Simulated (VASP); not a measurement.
Set up this calculation in VASP 6.6.1, as the native input.

* Task: single point
* Functional: LDA
* Potentials or basis: VASP PAW LDA potentials, release 64 (Au)
* Cutoff: 520 eV
* k mesh: 14 × 14 × 4
* Occupations: fermi-dirac, width 0.05 eV
* Spin: no spin polarisation
* Dipole correction: no
* Further INCAR settings: ALGO = Normal; EDIFF = 1e-06; NBANDS = 30

The structure of Au lies in POSCAR:

```
Au
1.0
    2.5431680767      0.0000000000      0.0000000000
   -1.2715840384      2.2024481605      0.0000000000
    0.0000000000      0.0000000000      8.4146030761
Au
4
Direct
    0.0000000000      0.0000000000      0.0000000000
    0.0000000000      0.0000000000      0.5000000000
    0.3333333333      0.6666666667      0.2500000000
    0.6666666667      0.3333333333      0.7500000000
```

This isn't the form of Au at room conditions, which is fcc.

One way to write it, as run:

INCAR

```
SYSTEM = Au
  ALGO = Normal
  EDIFF = 1E-6
  ENCUT = 520
  ISIF = 2
  ISMEAR = -1
  LASPH = .TRUE.
  LCHARG = .FALSE.
  LREAL = .FALSE.
  LWAVE = .FALSE.
  NBANDS = 30
  NELM = 100
  PREC = Accurate
  SIGMA = 0.05
```

KPOINTS

```
k-points
0
G
  14 14 4
  0 0 0
```

Potentials or basis: VASP PAW LDA potentials, release 64 (Au).

Command:

```bash
$ cat potpaw_LDA.64/Au/POTCAR > POTCAR
$ mpirun -np 1 vasp_std > vasp.out
```

It gave:

```
Pressure               : 173.0 GPa
Band gap on the k mesh : zero (bands 22 and 23 overlap by 6.69 eV)
```

Caveat: the cell stands under pressure; spin-orbit coupling is left out, which moves the levels of the heavy elements.

It took 62 s on 1 thread of Intel(R) Xeon(R) Platinum 8259CL CPU @ 2.50GHz (Skylake/Cascade Lake), with other jobs on the host, peak memory 0.2 GiB.
